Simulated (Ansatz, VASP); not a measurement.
WSe2: VASP beside Ansatz

Contents of INCAR:

```
  PREC = Accurate
  ENCUT = 520
  EDIFF = 1E-6
  ISMEAR = 0
  SIGMA = 0.05
  LREAL = False
  LASPH = True
  NELM = 60
  ALGO = Normal
  ISIF = 2
  LWAVE = False
  LCHARG = False
  LDIPOL = True
  IDIPOL = 3
  DIPOL = 0.5 0.5 0.398
  GGA = PE
  IVDW = 12
  NBANDS = 35
```

File KPOINTS:

```
regular mesh
0
Gamma
  9 9 1
```

Contents of POSCAR:

```
WSe2
1.0
    3.2854807123      0.0000000000      0.0000000000
   -1.6427403561      2.8453097605      0.0000000000
    0.0000000000      0.0000000000     24.2386612352
Se W
4 2
Direct
    0.3333333333      0.6666666667      0.1856538179
    0.3333333333      0.6666666667      0.3246602831
    0.3333333333      1.0000000000      0.4715330812
    0.3333333333      1.0000000000      0.6105395464
    0.6666666667      0.3333333333      0.2551570505
    0.0000000000      1.3333333333      0.5410363138
```

Input for Ansatz:

```yaml
crystal:
  lattice:
    - [3.2854807123, 0.0, 0.0]
    - [-1.6427403561, 2.8453097605, 0.0]
    - [0.0, 0.0, 24.2386612352]
  atoms:
    - { symbol: Se, position: [0.3333333333, 0.6666666667, 0.1856538179] }
    - { symbol: W, position: [0.6666666667, 0.3333333333, 0.2551570505] }
    - { symbol: Se, position: [0.3333333333, 0.6666666667, 0.3246602831] }
    - { symbol: Se, position: [0.3333333333, 1.0, 0.4715330812] }
    - { symbol: W, position: [0.0, 1.3333333333, 0.5410363138] }
    - { symbol: Se, position: [0.3333333333, 1.0, 0.6105395464] }
basis:
  ecutwfc: 420
kpoints:
  mp_grid: { grid: [9, 9, 1] }
hamiltonian:
  xc: pbe
  pseudopotentials: { kind: paw, azcp: { folder: soft_1 } }
  dispersion: d3bj
scf:
  occupations: { method: gaussian, width: 0.05 }
output:
  forces: true
  eigenvalues: true
efield:
  axis: 3
  dipole_correction: true
  ramp_width: 0.04
```

Alike in both runs: task single point; functional PBE; dispersion D3(BJ); k mesh 9 × 9 × 1; occupations gaussian, width 0.05 eV; no spin polarisation.

```csv
,VASP,Ansatz
version,VASP 6.6.1,Ansatz 0.2.0
potentials or method,"VASP PAW PBE potentials, release 64 (Se, W_sv), cutoff 520 eV","scalar-relativistic, plane waves, PAW"
valence electrons in the cell,52,92
```

|  | VASP | Ansatz | Ansatz less VASP |
| --- | --- | --- | --- |
| gap on the k mesh at the Fermi level (eV) | 1.54 | 1.54 | -0.001 |
| least direct gap on the mesh (eV) | 1.65 | 1.66 | +0.004 |
| rms of the force components (eV/Å) | 0.035 | 0.019 | -0.0154 |

VASP's potentials hold 52 valence electrons a cell and Ansatz's 92, so a difference there can come from the potentials and not from the codes.

Spin-orbit coupling is off throughout.
